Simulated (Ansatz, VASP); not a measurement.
**One calculation of TiB2, two programs**

```
CELL_PARAMETERS angstrom
2.99472 0.00000 0.00000
-1.49736 2.59350 0.00000
0.00000 0.00000 3.15670
ATOMIC_POSITIONS crystal
Ti 0.00000 0.00000 0.00000
B 0.33333 0.66667 0.50000
B 0.66667 0.33333 0.50000
```

Alike in both runs: task relaxation of cell and atoms; functional LDA; k mesh 15 × 15 × 12; occupations gaussian, width 0.1 eV; no spin polarisation.

```csv
,VASP,Ansatz
version,VASP 6.6.1,Ansatz 0.2.0
potentials or method,"VASP PAW LDA potentials, release 64 (Ti_sv, B), cutoff 600 eV","scalar-relativistic, plane waves, PAW"
valence electrons in the cell,18,18
```

VASP gave:

```
gap on the k mesh at the Fermi level, each at its own relaxed structure (eV) : none
relaxed volume (Å³/atom)                                                     : 8.19
relaxed length of the cell vector where the two differ most in proportion (Å)              : 3.162
```

**Question.** What did Ansatz give for the same quantities?

**Answer.** gap on the k mesh at the Fermi level, each at its own relaxed structure (eV): none; relaxed volume (Å³/atom): 8.17; relaxed length of the cell vector where the two differ most in proportion (Å): 3.159.

Ansatz warns that its potentials were made for another functional, while VASP's fit it. LDA's correlation is that of Perdew and Zunger in VASP and of Perdew and Wang (1992) in Ansatz. A gap of «none» marks a metal or a gap that the smearing closes.
